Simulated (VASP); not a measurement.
# LiF: single point with PBE

The system is LiF.

```
CELL_PARAMETERS angstrom
0.00000 2.07467 1.94683
2.07467 0.00000 1.94683
2.07467 2.07467 0.00000
ATOMIC_POSITIONS crystal
Li 0.00000 0.00000 0.00000
F 0.50000 0.50000 0.50000
```

This cell differs from its parent crystal: epitaxial xy strain +4.0%.

```
Program             : VASP 6.6.1
Task                : single point
Functional          : PBE
Potentials or basis : VASP PAW PBE potentials, release 64 (Li_sv, F)
Cutoff              : 520 eV
k mesh              : 10 × 10 × 10
Occupations         : fermi-dirac, width 0.02 eV
Spin                : no spin polarisation
```

```
Band gap on the k mesh : 8.80 eV, direct
```

Levels at points of the mesh, in eV from the valence-band top:
```csv
k point,band 2,band 3,band 4,band 5,band 6,band 7,band 8,band 9
"(0.00, 0.00, 0.00)",-19.96,-0.17,0.00,0.00,8.80,23.14,23.14,23.91
"(0.50, 0.00, 0.00)",-19.55,-2.48,-0.33,-0.21,10.60,16.38,18.11,19.28
"(0.50, 0.50, 0.00)",-19.25,-2.92,-1.13,-1.13,15.33,15.76,17.25,19.33
"(0.50, 0.00, 0.50)",-19.32,-2.97,-1.15,-0.76,14.16,16.64,17.06,19.75
```

Wall time 9.1 s on 1 thread of Intel(R) Xeon(R) Platinum 8488C (Sapphire Rapids), with other jobs on the host, peak memory 0.14 GiB.

Caveat: the cell differs from its parent crystal (epitaxial xy strain +4.0%). A k mesh can miss the band edges.
